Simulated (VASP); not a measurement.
Wanted: the native input for a VASP 6.6.1 run.

* Task: single point
* Functional: PBE
* Potentials or basis: VASP PAW PBE potentials, release 64 (Be, Se)
* Cutoff: 520 eV
* k mesh: 12 × 12 × 6
* Occupations: gaussian, width 0.1 eV
* Spin: no spin polarisation
* Dipole correction: no
* Further INCAR settings: ALGO = Normal; EDIFF = 1e-06; NBANDS = 19

The structure of Be2Se lies in POSCAR:

```
Be2Se
1.0
    3.4528172378      0.0000000000      0.0000000000
   -1.7264086189      2.9902274426      0.0000000000
    0.0000000000      0.0000000000      8.0932454107
Be Se
4 2
Direct
    0.3333333333      0.6666666667      0.5781085708
    0.6666666667      0.3333333333      0.0781085708
    0.3333333333      0.6666666667      0.9218914292
    0.6666666667      0.3333333333      0.4218914292
    0.3333333333      0.6666666667      0.2500000000
    0.6666666667      0.3333333333      0.7500000000
```

One way to write it, as run:

INCAR

```
SYSTEM = Be2Se
ALGO = Normal
EDIFF = 1E-6
ENCUT = 520
GGA = PE
ISIF = 2
ISMEAR = 0
LASPH = .TRUE.
LCHARG = .FALSE.
LREAL = .FALSE.
LWAVE = .FALSE.
NBANDS = 19
NELM = 100
PREC = Accurate
SIGMA = 0.1
```

KPOINTS

```
k-points
0
G
  12 12 6
  0 0 0
```

Potentials or basis: VASP PAW PBE potentials, release 64 (Be, Se).

Run with:

```bash
$ cat potpaw_PBE.64/Be/POTCAR potpaw_PBE.64/Se/POTCAR > POTCAR
$ mpirun -np 1 vasp_std > vasp.out
```

It gave:

```json
{
  "Pressure": "0.1 GPa",
  "Largest force": "0.005 eV/Å",
  "Band gap on the k mesh": "zero (band 10 reaches 8.37 eV, above the bottom of band 11 at 4.62 eV)"
}
```

It took 51 s on 1 thread of Intel(R) Xeon(R) 6975P-C (Granite Rapids), on a shared host, peak memory 0.26 GiB.
